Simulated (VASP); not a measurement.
# Al8Ru7 (a cell with a defect) in VASP: single point with PBE

Aim: the single point of Al8Ru7 (a cell with a defect) with PBE.

Everything below comes from runs of VASP 6.6.1. Logs are shortened: lines on timing, memory, paths and dates and some standing lists are left out, and cuts for length are marked.

## 1. The cell of the first run

The cell holds a defect, 15 atoms: a = 6.007 Å, b = 6.007 Å, c = 6.007 Å, α = 90.00°, β = 90.00°, γ = 90.00°.

## 2. Single point, PBE

The input, INCAR:

```
ALGO = Normal ; EDIFF = 1E-7
ENCUT = 520 ; GGA = PE
ISIF = 2 ; ISMEAR = 1
LASPH = T ; LCHARG = F
LREAL = Auto ; LWAVE = F
NBANDS = 74 ; NELM = 80
PREC = Accurate ; SIGMA = 0.1
```

The input, KPOINTS:

```
k-points
0
Gamma
  3 3 3
```

The input, POSCAR:

```
Al8Ru7
1.0
    6.0068828300      0.0000000000      0.0000000000
    0.0000000000      6.0068828300      0.0000000000
    0.0000000000      0.0000000000      6.0068828300
Al Ru
8 7
Direct
    0.0059040606      0.0033852833     -0.0005706787
   -0.0266441022     -0.0294710260      0.4994262557
    0.0057903577      0.4935175338     -0.0005743412
   -0.0267161862      0.5258396225      0.4994402396
    0.4958127342      0.0034918277     -0.0005676821
    0.5281932559     -0.0290618287      0.4994217608
    0.4959339285      0.4934266381     -0.0005735088
    0.5288177063      0.5258982220      0.4994332476
    0.2507163936      0.2487146898      0.4994395737
    0.2508520713      0.7484386041      0.2518146338
    0.2508515719      0.7484617442      0.7470453690
    0.7508658197      0.2485080935      0.2518495937
    0.7508549988      0.2485089259      0.7470107420
    0.7507840801      0.7485329958      0.2340307011
    0.7507809171      0.7485404872      0.7648269710
```

Potentials or basis: VASP PAW PBE potentials, release 64 (Al, Ru_pv).

Started as:

```bash
$ cat potpaw_PBE.64/Al/POTCAR potpaw_PBE.64/Ru_pv/POTCAR > POTCAR
$ mpirun -np 1 vasp_std > vasp.out
```

OUTCAR:

```text
EDIFF = 1E-7
   ENCUT = 520
   GGA = PE
   ISIF = 2
   ISMEAR = 1
   LASPH = T
   LREAL = Auto
   NELM = 80
   PREC = Accurate

 ion  position               nearest neighbor table
   1  0.006  0.003  0.999-  15 2.58  14 2.58  11 2.61  10 2.61  12 2.61  13 2.61   5 2.94   3 2.94
                             2 3.02   2 3.02   3 3.06   5 3.06
   2  0.973  0.971  0.499-   9 2.36  14 2.47  15 2.47  11 2.60  10 2.60  12 2.60  13 2.61   4 2.67
                             6 2.67   1 3.02   1 3.02   6 3.33   4 3.34
   3  0.006  0.494  0.999-  14 2.58  15 2.58  12 2.61  13 2.61  10 2.61  11 2.61   1 2.94   7 2.94
                             4 3.02   4 3.02   7 3.06   1 3.06
   4  0.973  0.526  0.499-   9 2.36  15 2.47  14 2.47  13 2.60  12 2.60  11 2.60  10 2.60   8 2.67
                             2 2.67   3 3.02   3 3.02   2 3.34   8 3.34
   5  0.496  0.003  0.999-  15 2.58  14 2.58  11 2.61  10 2.61  13 2.61  12 2.61   1 2.94   7 2.94
                             6 3.02   6 3.02   7 3.06   1 3.06
   6  0.528  0.971  0.499-   9 2.36  14 2.47  15 2.47  11 2.60  10 2.60  12 2.60  13 2.60   8 2.67
                             2 2.67   5 3.02   5 3.02   2 3.33   8 3.33
   7  0.496  0.493  0.999-  14 2.58  15 2.58  13 2.61  12 2.61  10 2.61  11 2.61   5 2.94   3 2.94
                             8 3.02   8 3.02   3 3.06   5 3.06
   8  0.529  0.526  0.499-   9 2.36  15 2.47  14 2.47  13 2.60  12 2.60  10 2.61  11 2.61   4 2.67
                             6 2.67   7 3.02   7 3.02   6 3.33   4 3.34
   9  0.251  0.249  0.499-   4 2.36   6 2.36   8 2.36   2 2.36  10 3.35  11 3.35  12 3.35  13 3.35
                            13 3.35  12 3.35  11 3.35  10 3.35
  10  0.251  0.748  0.252-   2 2.60   6 2.60   4 2.60   8 2.61   1 2.61   3 2.61   5 2.61   7 2.61
                            11 2.97  14 3.00  14 3.01  11 3.03   9 3.35   9 3.35
  11  0.251  0.748  0.747-   2 2.60   6 2.60   4 2.60   8 2.61   1 2.61   5 2.61   3 2.61   7 2.61
                            10 2.97  15 3.00  15 3.01  10 3.03   9 3.35   9 3.35
  12  0.751  0.249  0.252-   8 2.60   4 2.60   6 2.60   2 2.60   7 2.61   3 2.61   5 2.61   1 2.61
                            13 2.97  14 3.01  14 3.01  13 3.03   9 3.35   9 3.35
  13  0.751  0.249  0.747-   8 2.60   4 2.60   6 2.60   2 2.61   7 2.61   3 2.61   5 2.61   1 2.61
                            12 2.97  15 3.01  15 3.01  12 3.03   9 3.35   9 3.35
  14  0.751  0.749  0.234-   2 2.47   8 2.47   6 2.47   4 2.47   5 2.58   7 2.58   1 2.58   3 2.58
                            15 2.82  10 3.00  12 3.01  12 3.01  10 3.01  15 3.19
  15  0.751  0.749  0.765-   2 2.47   8 2.47   6 2.47   4 2.47   5 2.58   7 2.58   1 2.58   3 2.58
                            14 2.82  11 3.00  13 3.01  13 3.01  11 3.01  14 3.19

  LATTYP: Found a simple cubic cell.
 ALAT       =     6.0068828300

  Lattice vectors:

 A1 = (   6.0068828300,   0.0000000000,   0.0000000000)
 A2 = (   0.0000000000,   6.0068828300,   0.0000000000)
 A3 = (   0.0000000000,   0.0000000000,   6.0068828300)

Analysis of symmetry for initial positions (statically):
=====================================================================
 Subroutine PRICEL returns:
 Original cell was already a primitive cell.

[... 165 lines left out ...]
   LEPSILON=     F    determine dielectric tensor
   LRPA    =     F    only Hartree local field effects (RPA)
 non-spin polarized calculation
 Methfessel and Paxton  Order N= 1 SIGMA  =   0.10
  energy-cutoff  :      520.00
  volume of cell :      216.74
 maximum number of plane-waves:      5868
 NGX is ok and might be reduce to    48
   NGX = 23   NGY = 23   NGZ = 23

 number of electron     121.9999989 magnetization

 Free energy of the ion-electron system (eV)
  ---------------------------------------------------
  ext. energy  EPLUGINS =         0.00000000
  ---------------------------------------------------
  free energy    TOTEN  =      -101.44596257 eV

  energy without entropy =     -101.44716982  energy(sigma->0) =     -101.44636499

 E-fermi :   9.5612     XC(G=0): -11.9862

 val. band max:        9.5086236172   @ k =   0.0000   0.0000   0.3333
 cond. band min:       9.5727233045   @ k =  -0.3333  -0.3333   0.3333
 fundamental gap:      0.0640996874
 Fermi energy:         9.5612198656

 k-point     1 :       0.0000    0.0000    0.0000
  band No.  band energies     occupation
      1     -32.3803      2.00000
      2     -32.3794      2.00000
      3     -32.3601      2.00000
      4     -32.3454      2.00000
      5     -32.3253      2.00000
      6     -32.2870      2.00000
[... 1053 lines left out ...]
     72      13.7869      0.00000
     73      14.0247      0.00000
 [bands above 73 left out]

------------------------ aborting loop because EDIFF is reached ----------------------------------------

  FORCE on cell =-STRESS in cart. coord.  units (eV):
  Direction    XX          YY          ZZ          XY          YZ          ZX
  --------------------------------------------------------------------------------------
  -------------------------------------------------------------------------------------
  Total        6.4564846      6.4543193     -5.4895285     -0.0128378      0.0002839      0.0004422
  in kB       47.7264595     47.7104539    -40.5787015     -0.0948971      0.0020985      0.0032686
  external PRESSURE =      18.2860706 kB  Pullay stress =       0.0000000 kB

 VOLUME and BASIS-vectors are now :
 -----------------------------------------------------------------------------
  energy-cutoff  :      520.00
  volume of cell :      216.74
      direct lattice vectors                 reciprocal lattice vectors
     6.006882830  0.000000000  0.000000000     0.166475696  0.000000000  0.000000000
     0.000000000  6.006882830  0.000000000     0.000000000  0.166475696  0.000000000
     0.000000000  0.000000000  6.006882830     0.000000000  0.000000000  0.166475696

 POSITION                                       TOTAL-FORCE (eV/Angst)
 -----------------------------------------------------------------------------------
      0.03547      0.02034      6.00345        -0.000785      0.003765     -0.000352
      5.84683      5.82985      3.00000         0.011441      0.031759     -0.000518
      0.03478      2.96450      6.00343         0.000005     -0.002121     -0.001679
      5.84640      3.15866      3.00008        -0.008654      0.019697     -0.000149
      2.97829      0.02097      6.00347         0.001787     -0.000638     -0.000120
      3.17279      5.83231      2.99997        -0.000151      0.008317      0.000229
      2.97902      2.96396      6.00344        -0.003078     -0.000423      0.000998
      3.17655      3.15901      3.00004        -0.028704      0.000619     -0.000274
      1.50602      1.49400      3.00007         0.010904     -0.022750      0.000222
      1.50684      4.49578      1.51262         0.002631     -0.004474     -0.005238
      1.50684      4.49592      4.48741         0.001948     -0.005985      0.005886
      4.51036      1.49276      1.51283         0.002699     -0.010210     -0.010383
      4.51030      1.49276      4.48721         0.002216     -0.011239      0.010831
      4.50987      4.49635      1.40580         0.003770     -0.003195     -0.027377
      4.50985      4.49640      4.59423         0.003972     -0.003123      0.027923
 -----------------------------------------------------------------------------------
    total drift:                                0.001470     -0.006262      0.000858

  FREE ENERGIE OF THE ION-ELECTRON SYSTEM (eV)
  ---------------------------------------------------
  free  energy   TOTEN  =      -101.4459625737 eV

  energy  without entropy=     -101.4471698183  energy(sigma->0) =     -101.44636499
```

It took 13 min on 1 thread of Intel Xeon 8259CL, shared host; peak memory 0.4 GiB.

Results:

```
Free energy            : -101.4460 eV
Pressure               : 1.8 GPa
Largest force          : 0.034 eV/Å
Band gap on the k mesh : zero (bands 61 and 62 overlap by 0.72 eV)
```

Forces on the atoms (eV/Å):
```
Al  -0.001  0.004  0.000
Al   0.011  0.032 -0.001
Al   0.000 -0.002 -0.002
Al  -0.009  0.020  0.000
Al   0.002 -0.001  0.000
Al   0.000  0.008  0.000
Al  -0.003  0.000  0.001
Al  -0.029  0.001  0.000
Ru   0.011 -0.023  0.000
Ru   0.003 -0.004 -0.005
Ru   0.002 -0.006  0.006
Ru   0.003 -0.010 -0.010
Ru   0.002 -0.011  0.011
Ru   0.004 -0.003 -0.027
Ru   0.004 -0.003  0.028
```

Stress tensor (GPa, compression positive):
```
 4.77 -0.01  0.00
-0.01  4.77  0.00
 0.00  0.00 -4.06
```

The gap in the log of VASP goes by the Fermi energy; the results here count the filled bands.